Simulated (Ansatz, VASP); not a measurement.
## Al4B3P in VASP and in Ansatz

```
Al B P
1.0
     3.81773    0.00000    0.00000
     0.00000    3.81773    0.00000
     0.00000    0.00000    6.80692
Al B P
4 3 1
Direct
  0.50000 0.00000 0.20666
  0.50000 0.00000 0.79334
  0.00000 0.50000 0.79334
  0.00000 0.50000 0.20666
  0.50000 0.50000 0.62604
  0.50000 0.50000 0.37396
  0.00000 0.00000 0.00000
  0.00000 0.00000 0.50000
```

Change from the starting cell: species swapped into the TlCu4S3 type (P4/mmm, No. 123).

Alike in both runs: functional PBE; k mesh 5 × 5 × 2; occupations gaussian, width 0.2 eV; no spin polarisation.

Ansatz relaxed the structure, and its values are those at the end. VASP's run is a single point on that final structure, the one shown.

|  | VASP | Ansatz |
| --- | --- | --- |
| version | VASP 6.6.1 | Ansatz 0.2.0 |
| potentials or method | VASP PAW PBE potentials, release 64 (Al, B, P), cutoff 500 eV | scalar-relativistic, plane waves, PAW |
| valence electrons in the cell | 26 | 26 |

|  | VASP | Ansatz | Ansatz less VASP |
| --- | --- | --- | --- |
| gap on the k mesh at the Fermi level (eV) | none | none | - |
| pressure (GPa) | 0.0 | 0.0 | +0.07 |

A gap of «none» marks a metal or a gap that the smearing closes.

The k mesh is coarse, so the values compare programs but aren't converged.
